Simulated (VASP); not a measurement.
# AlMoO (P-62m) in VASP: further runs, part 2 of 2

VASP 6.6.1.

### Step 5. Single point, PBE+U

The input, INCAR:

```
SYSTEM = AlMoO
ALGO = Normal ; EDIFF = 1E-6
ENCUT = 600 ; GGA = PE
GGA_COMPAT = .False. ; ISIF = 2
ISMEAR = -1 ; LASPH = .True.
LCHARG = .False. ; LDAU = .True.
LDAUJ = 0 0 0 ; LDAUL = -1 2 -1
LDAUPRINT = 1 ; LDAUTYPE = 2
LDAUU = 0 8 0 ; LMAXMIX = 4
LREAL = .False. ; LWAVE = .False.
NBANDS = 44 ; NELM = 200
PREC = Accurate ; SIGMA = 0.1
```

The input, KPOINTS:

```
k-points
0
Gamma
  4 4 5
  0 0 0
```

The input, POSCAR:

```
AlMoO
1.0
    2.8160780000      4.8775850000      0.0000000000
   -2.8160780000      4.8775850000      0.0000000000
    0.0000000000      0.0000000000      3.5593760000
Al Mo O
3 3 3
Direct
    0.2503400000      0.7496600000      0.0000000000
    0.7496600000      0.0000000000      0.0000000000
    0.0000000000      0.2503400000      0.0000000000
    0.5864700000      0.4135300000      0.5000000000
    0.4135300000      0.0000000000      0.5000000000
    0.0000000000      0.5864700000      0.5000000000
    0.3333300000      0.3333400000      0.0000000000
    0.6666700000      0.6666600000      0.0000000000
    0.0000000000      0.0000000000      0.5000000000
```

Potentials or basis: VASP PAW PBE potentials, release 64 (Al, Mo_sv, O).

The run is started by

```bash
cat potpaw_PBE.64/Al/POTCAR potpaw_PBE.64/Mo_sv/POTCAR potpaw_PBE.64/O/POTCAR > POTCAR
mpirun -np 1 vasp_std > vasp.out
```

OUTCAR:

```text
SYSTEM = AlMoO
   EDIFF = 1E-6
   ENCUT = 600
   GGA = PE
   ISIF = 2
   ISMEAR = -1
   LASPH = .True.
   LREAL = .False.
   NELM = 200
   PREC = Accurate

 ion  position               nearest neighbor table
   1  0.250  0.750  0.000-   7 2.15   8 2.15   9 2.27   9 2.27   3 2.44   2 2.44   4 2.60   4 2.60
                             5 2.70   6 2.70   5 2.70   6 2.70
   2  0.750  0.000  0.000-   8 2.15   7 2.15   9 2.27   9 2.27   3 2.44   1 2.44   5 2.60   5 2.60
                             4 2.70   4 2.70   6 2.70   6 2.70
   3  0.000  0.250  0.000-   8 2.15   7 2.15   9 2.27   9 2.27   2 2.44   1 2.44   6 2.60   6 2.60
                             4 2.70   4 2.70   5 2.70   5 2.70
   4  0.586  0.414  0.500-   9 2.33   8 2.46   8 2.46   7 2.46   7 2.46   1 2.60   1 2.60   2 2.70
                             3 2.70   2 2.70   3 2.70   5 2.94   6 2.94   5 2.94   6 2.94
   5  0.414  0.000  0.500-   9 2.33   7 2.46   7 2.46   8 2.46   8 2.46   2 2.60   2 2.60   1 2.70
                             1 2.70   3 2.70   3 2.70   4 2.94   4 2.94   6 2.94   6 2.94
   6  0.000  0.586  0.500-   9 2.33   7 2.46   7 2.46   8 2.46   8 2.46   3 2.60   3 2.60   1 2.70
                             1 2.70   2 2.70   2 2.70   4 2.94   4 2.94   5 2.94   5 2.94
   7  0.333  0.333  0.000-   1 2.15   3 2.15   2 2.15   6 2.46   6 2.46   4 2.46   4 2.46   5 2.46
[... 1295 lines left out ...]
     44      16.7134      0.00000

------------------------ aborting loop because EDIFF is reached ----------------------------------------

  FORCE on cell =-STRESS in cart. coord.  units (eV):
  Direction    XX          YY          ZZ          XY          YZ          ZX
  --------------------------------------------------------------------------------------
  -------------------------------------------------------------------------------------
  Total       22.3857813     22.3856311     19.1104423     -0.0000890      0.0000000      0.0000000
  in kB      366.8001028    366.7976416    313.1323451     -0.0014575      0.0000000      0.0000000
  external PRESSURE =     348.9100298 kB  Pullay stress =       0.0000000 kB

 VOLUME and BASIS-vectors are now :
 -----------------------------------------------------------------------------
  energy-cutoff  :      600.00
  volume of cell :       97.78
      direct lattice vectors                 reciprocal lattice vectors
     2.816078000  4.877585000  0.000000000     0.177551900  0.102509746  0.000000000
    -2.816078000  4.877585000  0.000000000    -0.177551900  0.102509746  0.000000000
     0.000000000  0.000000000  3.559376000     0.000000000  0.000000000  0.280948121

 POSITION                                       TOTAL-FORCE (eV/Angst)
 -----------------------------------------------------------------------------------
     -1.40612      4.87758      0.00000         1.908735      0.000001      0.000000
      2.11110      3.65653      0.00000        -0.954386     -1.653042      0.000000
     -0.70498      1.22105      0.00000        -0.954367      1.653012      0.000000
      0.48701      4.87758      1.77969        -1.040204      0.000021      0.000000
      1.16453      2.01703      1.77969         0.520085      0.900812      0.000000
     -1.65155      2.86056      1.77969         0.520120     -0.900832      0.000000
     -0.00003      3.25174      0.00000         0.000018      0.000031      0.000000
      0.00003      6.50343      0.00000         0.000018      0.000032      0.000000
      0.00000      0.00000      1.77969        -0.000020     -0.000034      0.000000
 -----------------------------------------------------------------------------------
    total drift:                               -0.000014      0.000000      0.000000

  FREE ENERGIE OF THE ION-ELECTRON SYSTEM (eV)
  ---------------------------------------------------
  free  energy   TOTEN  =       -33.6908174471 eV

  energy  without entropy=      -33.5660774170  energy(sigma->0) =      -33.62844743
```

stdout:

```text
POSCAR found type information on POSCAR AlMoO
 POSCAR found :  3 types and       9 ions
 scaLAPACK will be used
 LDA part: xc-table for (Slater+PW92), standard interpolation
 POSCAR, INCAR and KPOINTS ok, starting setup
 FFT: planning ... GRIDC
 FFT: planning ... GRID_SOFT
 FFT: planning ... GRID
 WAVECAR not read
 entering main loop
```

It took 2.6 min on 1 thread of Intel Xeon Platinum 8259CL at 2.50GHz (Skylake/Cascade Lake), shared host; peak memory 0.3 GiB.

What came out:

```
Free energy            : -33.6908 eV
Pressure               : 34.9 GPa
Largest force          : 1.909 eV/Å
Band gap on the k mesh : zero (an odd number of electrons rules out a gap without spin polarisation)
```

Forces on the atoms (eV/Å):
```
Al   1.909  0.000  0.000
Al  -0.954 -1.653  0.000
Al  -0.954  1.653  0.000
Mo  -1.040  0.000  0.000
Mo   0.520  0.901  0.000
Mo   0.520 -0.901  0.000
O    0.000  0.000  0.000
O    0.000  0.000  0.000
O    0.000  0.000  0.000
```

Levels at points of the mesh, in eV from the Fermi level:
```csv
k point,band 33,band 34,band 35,band 36,band 37,band 38
"(0.00, 0.00, 0.00)",-0.89,-0.77,0.19,0.19,0.45,1.55
"(0.50, 0.00, 0.00)",-1.38,-0.50,-0.33,-0.09,1.55,2.00
"(0.00, 0.50, 0.00)",-1.38,-0.50,-0.33,-0.09,1.55,2.00
```

Eigenvalues of the final occupation matrices:
| site | spin | trace | eigenvalues |
| --- | --- | --- | --- |
| site 4 d | 1 | 2.07 | 0.09 0.14 0.50 0.64 0.71 |
| site 4 d | 2 | 2.07 | 0.09 0.14 0.50 0.64 0.71 |
| site 5 d | 1 | 2.07 | 0.09 0.14 0.50 0.64 0.71 |
| site 5 d | 2 | 2.07 | 0.09 0.14 0.50 0.64 0.71 |
| site 6 d | 1 | 2.07 | 0.09 0.14 0.50 0.64 0.71 |
| site 6 d | 2 | 2.07 | 0.09 0.14 0.50 0.64 0.71 |

Caveat: the cell stands under pressure; an odd number of electrons without spin polarisation forces a metal; a magnetic or distorted state may lie lower; U without spin polarisation on a metal has little footing.

### Step 6. Summary

```csv
level,U,k mesh,smearing,gap on the mesh (eV),pressure (GPa),largest force (eV/Å)
PBE,-,4 × 4 × 5,fermi-dirac 0.1 eV,none,26.1,1.71
PBE,-,4 × 4 × 5,tetrahedron,none,26.1,1.71
PBE,-,5 × 5 × 6,fermi-dirac 0.1 eV,none,26.1,1.70
PBE+U,Mo d U = 8.0 eV,4 × 4 × 5,fermi-dirac 0.1 eV,none,34.9,1.91
```

Alike in all rows: task single point; potentials or basis VASP PAW PBE potentials, release 64 (Al, Mo_sv, O); no spin polarisation; cell as given; cutoff (eV) 600.

The pressure there spans 26.1 GPa (PBE) to 34.9 GPa (PBE+U); a positive pressure means that this level wants a larger cell, a negative one a smaller.

Caveats: the cell stands under pressure; an odd number of electrons without spin polarisation forces a metal; a magnetic or distorted state may lie lower; U without spin polarisation on a metal has little footing (at least some runs).

Total energies depend on the potentials used, so only differences within one code and one set of settings carry meaning.
